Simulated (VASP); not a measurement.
**W: single point with PBE+D3(BJ)**

Crystal: W.

```xyz
1
Lattice="-1.5823 1.5823 1.5823 1.5823 -1.5823 1.5823 1.5823 1.5823 -1.5823" Properties=species:S:1:pos:R:3 pbc="T T T"
W     0.0000    0.0000    0.0000
```

```json
{"Program": "VASP 6.6.1", "Task": "single point", "Functional": "PBE", "Dispersion": "D3(BJ)", "Potentials or basis": "VASP PAW PBE potentials, release 64 (W_sv)", "Cutoff": "520 eV", "k mesh": "12 × 12 × 12", "Occupations": "methfessel-paxton, width 0.1 eV", "Spin": "no spin polarisation"}
```

The pressure is -0.7 GPa, the band gap on the k mesh is zero (band 7 reaches 16.61 eV, above the bottom of band 8 at 10.21 eV) and the dispersion energy per atom is -0.695 eV.

Levels at points of the mesh, in eV from the Fermi level:
```csv
k point,band 4,band 5,band 6,band 7,band 8,band 9,band 10,band 11
"(0.00, 0.00, 0.00)",-37.65,-9.54,-1.13,-1.13,-1.13,2.36,2.36,14.62
"(0.50, 0.00, 0.00)",-37.66,-6.18,-3.47,0.78,2.26,3.23,6.25,11.19
"(0.50, 0.50, 0.50)",-38.55,-5.73,-5.73,5.27,5.27,5.27,8.35,8.35
```

It took 6.9 s on 1 thread of Intel(R) Xeon(R) Platinum 8559C (Emerald Rapids) (shared host), peak memory 0.14 GiB.

Caveat: three body term missing; spin-orbit coupling is left out, which moves the levels of the heavy elements; pairwise dispersion overbinds metals, which lowers pressure and volume.
